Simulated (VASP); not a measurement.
# LaCd15Se16 (a cell with a defect) in VASP: a series of runs, part 2 of 2

VASP 6.6.1.

## (3) Electric field gradients, PBE

The input, INCAR:

```
PREC = Accurate ; ENCUT = 520
EDIFF = 1E-8 ; ISMEAR = -1
SIGMA = 0.01 ; LREAL = Auto
LASPH = True ; NELM = 60
ALGO = Normal ; ISIF = 2
LWAVE = False ; LCHARG = False
GGA = PE ; LEFG = True
NELECT = 286.0 ; NBANDS = 166
LUSENCCL = False
```

The input, KPOINTS:

```
regular mesh
0
Gamma
  3 3 2
```

The input, POSCAR:

```
LaCd15Se16
1.0
    8.6000000000      0.0000000000      0.0000000000
   -4.3000000000      7.4478184726      0.0000000000
    0.0000000000      0.0000000000     14.0400000000
La Cd Se
1 15 16
Direct
    0.1666666666      0.3333333334      0.0000000000
    0.1666666666      0.3333333334      0.5000000000
    0.1666666666      0.8333333334      0.0000000000
    0.1666666666      0.8333333334      0.5000000000
    0.6666666666      0.3333333334      0.0000000000
    0.6666666666      0.3333333334      0.5000000000
    0.6666666666      0.8333333334      0.0000000000
    0.6666666666      0.8333333334      0.5000000000
    0.3333333334      0.1666666666      0.2500000000
    0.3333333334      0.1666666666      0.7500000000
    0.3333333334      0.6666666666      0.2500000000
    0.3333333334      0.6666666666      0.7500000000
    0.8333333334      0.1666666666      0.2500000000
    0.8333333334      0.1666666666      0.7500000000
    0.8333333334      0.6666666666      0.2500000000
    0.8333333334      0.6666666666      0.7500000000
    0.1666666666      0.3333333334      0.1925000000
    0.1666666666      0.3333333334      0.6925000000
    0.1666666666      0.8333333334      0.1925000000
    0.1666666666      0.8333333334      0.6925000000
    0.6666666666      0.3333333334      0.1925000000
    0.6666666666      0.3333333334      0.6925000000
    0.6666666666      0.8333333334      0.1925000000
    0.6666666666      0.8333333334      0.6925000000
    0.3333333334      0.1666666666      0.4425000000
    0.3333333334      0.1666666666      0.9425000000
    0.3333333334      0.6666666666      0.4425000000
    0.3333333334      0.6666666666      0.9425000000
    0.8333333334      0.1666666666      0.4425000000
    0.8333333334      0.1666666666      0.9425000000
    0.8333333334      0.6666666666      0.4425000000
    0.8333333334      0.6666666666      0.9425000000
```

Potentials or basis: VASP PAW PBE potentials, release 64 (La, Cd, Se).

Started as:

```sh
$ cat potpaw_PBE.64/La/POTCAR potpaw_PBE.64/Cd/POTCAR potpaw_PBE.64/Se/POTCAR > POTCAR
$ mpirun -np 1 vasp_std > vasp.out
```

OUTCAR:

```text
PREC = Accurate
   ENCUT = 520
   EDIFF = 1E-8
   ISMEAR = -1
   LREAL = Auto
   LASPH = True
   NELM = 60
   ISIF = 2
   GGA = PE
   NELECT = 286.0

 ion  position               nearest neighbor table
   1  0.167  0.333  0.000-  30 2.61  28 2.61  26 2.61  17 2.70
   2  0.167  0.333  0.500-  29 2.61  27 2.61  25 2.61  18 2.70
   3  0.167  0.833  0.000-  32 2.61  26 2.61  28 2.61  19 2.70
   4  0.167  0.833  0.500-  31 2.61  25 2.61  27 2.61  20 2.70
   5  0.667  0.333  0.000-  26 2.61  32 2.61  30 2.61  21 2.70
   6  0.667  0.333  0.500-  25 2.61  31 2.61  29 2.61  22 2.70
[... 24 lines left out ...]
  31  0.833  0.667  0.443-   4 2.61   6 2.61   8 2.61  15 2.70
  32  0.833  0.667  0.943-   3 2.61   5 2.61   7 2.61  16 2.70

  LATTYP: Found a hexagonal cell.
 ALAT       =     8.6000000000
 C/A-ratio  =     1.6325581395

  Lattice vectors:

 A1 = (   8.6000000000,   0.0000000000,   0.0000000000)
 A2 = (  -4.3000000000,   7.4478184726,   0.0000000000)
 A3 = (   0.0000000000,   0.0000000000,  14.0400000000)

Analysis of symmetry for initial positions (statically):
=====================================================================
 Subroutine PRICEL returns:
 Original cell was already a primitive cell.

 Routine SETGRP: Setting up the symmetry group for a
 hexagonal supercell.

 Subroutine GETGRP returns: Found  6 space group operations
 (whereof  2 operations were pure point group operations)
 out of a pool of 24 trial point group operations.

The static configuration has the point symmetry C_1h.
 The point group associated with its full space group is C_3v.

Analysis of symmetry for dynamics (positions and initial velocities):
=====================================================================
 Subroutine PRICEL returns:
 Original cell was already a primitive cell.

[... 1167 lines left out ...]
      direct lattice vectors                 reciprocal lattice vectors
     8.600000000  0.000000000  0.000000000     0.116279070  0.067133752 -0.000000000
    -4.300000000  7.447818473  0.000000000     0.000000000  0.134267504  0.000000000
     0.000000000  0.000000000 14.040000000     0.000000000 -0.000000000  0.071225071

 POSITION                                       TOTAL-FORCE (eV/Angst)
 -----------------------------------------------------------------------------------
     -0.00000      2.48261      0.00000         0.000000     -0.000000      0.780013
     -0.00000      2.48261      7.02000         0.000000     -0.000000      0.144388
     -2.15000      6.20652      0.00000        -0.096564     -0.055751      0.461898
     -2.15000      6.20652      7.02000        -0.015106     -0.008722      0.221668
      4.30000      2.48261      0.00000        -0.000000      0.111502      0.461898
      4.30000      2.48261      7.02000         0.000000      0.017443      0.221668
[... 24 lines left out ...]
      4.30000      4.96521      6.21270         0.000000     -0.000000     -0.320299
      4.30000      4.96521     13.23270         0.000000     -0.000000     -0.280949
 -----------------------------------------------------------------------------------
    total drift:                               -0.000001     -0.000001      0.082407

  FREE ENERGIE OF THE ION-ELECTRON SYSTEM (eV)
  ---------------------------------------------------
  free  energy   TOTEN  =       -94.6602559906 eV

  energy  without entropy=      -94.6602559906  energy(sigma->0) =      -94.66025599

 Electric field gradients (V/A^2)
---------------------------------------------------------------------
 ion       V_xx      V_yy      V_zz      V_xy      V_xz      V_yz
---------------------------------------------------------------------
   1     -13.509   -13.507    27.016     0.001     0.000    -0.000
   2     -21.986   -21.984    43.970     0.002     0.000    -0.000
   3     -14.334    -3.977    18.311    -8.967    -4.060    -2.344
   4     -19.126   -18.489    37.616    -0.548    -0.459    -0.265
   5       1.200   -19.511    18.311     0.001     0.000     4.688
   6     -18.174   -19.442    37.616     0.002     0.000     0.530
[... 24 lines left out ...]
  31       0.793     0.793    -1.586    -0.000    -0.000     0.000
  32      21.886    21.886   -43.773    -0.000    -0.000     0.000
---------------------------------------------------------------------

 Electric field gradients after diagonalization (V/A^2)
 (convention: |V_zz| > |V_xx| > |V_yy|)
----------------------------------------------------------------------
 ion       V_xx      V_yy      V_zz     asymmetry (V_yy - V_xx)/ V_zz
----------------------------------------------------------------------
   1     -13.509   -13.507    27.016       0.000
   2     -21.987   -21.983    43.970       0.000
   3      18.884     1.200   -20.083       0.881
   4     -19.447   -18.174    37.621       0.034
   5      18.884     1.200   -20.083       0.881
   6     -19.447   -18.174    37.621       0.034
[... 24 lines left out ...]
  31       0.793     0.793    -1.586       0.000
  32      21.887    21.886   -43.773       0.000
----------------------------------------------------------------------

           NMR quadrupolar parameters

 Cq : quadrupolar parameter    Cq=e*Q*V_zz/h
 eta: asymmetry parameters     (V_yy - V_xx)/ V_zz
 Q  : nuclear electric quadrupole moment in mb (millibarn)
----------------------------------------------------------------------
 ion       Cq(MHz)       eta       Q (mb)
----------------------------------------------------------------------
   1       0.065       0.000       1.000
   2       0.106       0.000       1.000
   3      -0.049       0.881       1.000
   4       0.091       0.034       1.000
   5      -0.049       0.881       1.000
   6       0.091       0.034       1.000
[... 24 lines left out ...]
  31      -0.004       0.000       1.000
  32      -0.106       0.000       1.000
----------------------------------------------------------------------
```

It took 2.5 min on 1 × NVIDIA H100 80GB with 1 thread of AMD EPYC 7R13 (Zen 3), shared host; peak memory 2 GiB.

What came out:

```
Free energy                             : -94.6603 eV
Largest force                           : 2.418 eV/Å
Largest electric field gradient by atom : La +27.0; Cd +44.0, -20.1, +37.6, +21.5, +57.6, +25.6, +41.0 (each value once); Se -160.1, -5.8, +11.1, -15.8, +5.6, -157.8, -1.6, -43.8 (each value once) V/Å²
```

Forces in eV/Å, atoms in the order of the input:
```
La   0.000  0.000  0.780
Cd   0.000  0.000  0.144
Cd  -0.097 -0.056  0.462
Cd  -0.015 -0.009  0.222
Cd   0.000  0.112  0.462
Cd   0.000  0.017  0.222
Cd   0.097 -0.056  0.462
Cd   0.015 -0.009  0.222
Cd   0.174 -0.100  0.533
Cd   0.092 -0.053 -0.064
Cd   0.000  0.201  0.533
Cd   0.000  0.106 -0.064
Cd  -0.174 -0.100  0.533
Cd  -0.092 -0.053 -0.064
Cd   0.000  0.000  0.416
Cd   0.000  0.000  0.133
Se   0.000  0.000  1.230
Se   0.000  0.000 -0.025
Se   0.006  0.004 -0.451
Se   0.019  0.011 -0.148
Se   0.000 -0.007 -0.451
Se   0.000 -0.022 -0.148
Se  -0.006  0.004 -0.451
Se  -0.019  0.011 -0.148
Se  -0.024  0.014 -0.344
Se   1.943 -1.122 -0.901
Se   0.000 -0.027 -0.344
Se   0.000  2.244 -0.901
Se   0.024  0.014 -0.344
Se  -1.943 -1.122 -0.901
Se   0.000  0.000 -0.320
Se   0.000  0.000 -0.281
```

Electric field gradients, principal values (V/Å²):
```tsv
atom	least	middle	greatest (by size)
1 La	-13.507	-13.509	27.016
2 Cd	-21.983	-21.987	43.970
3 Cd	1.200	18.884	-20.083
4 Cd	-18.174	-19.447	37.621
5 Cd	1.200	18.884	-20.083
6 Cd	-18.174	-19.447	37.621
7 Cd	1.202	18.884	-20.086
8 Cd	-18.171	-19.450	37.621
9 Cd	-2.217	-19.300	21.517
10 Cd	-28.339	-29.259	57.599
11 Cd	-2.214	-19.303	21.517
12 Cd	-28.336	-29.262	57.599
13 Cd	-2.214	-19.303	21.517
14 Cd	-28.336	-29.262	57.599
15 Cd	-12.779	-12.783	25.562
16 Cd	-20.494	-20.497	40.991
17 Se	80.047	80.048	-160.095
18 Se	2.925	2.925	-5.850
19 Se	-1.633	-9.425	11.059
20 Se	2.824	12.997	-15.822
21 Se	-1.633	-9.425	11.059
22 Se	2.824	12.997	-15.822
23 Se	-1.633	-9.425	11.058
24 Se	2.825	12.996	-15.822
25 Se	-1.379	-4.226	5.605
26 Se	62.610	95.191	-157.800
27 Se	-1.380	-4.225	5.605
28 Se	62.609	95.191	-157.801
29 Se	-1.380	-4.225	5.605
30 Se	62.609	95.191	-157.801
31 Se	0.793	0.793	-1.586
32 Se	21.886	21.887	-43.773
```

Caveat: the cell carries a net charge on a neutralising background, which shifts energy and pressure; without QUAD_EFG the Cq values of the log hold for a quadrupole moment of 1 mb, not for the nuclei.
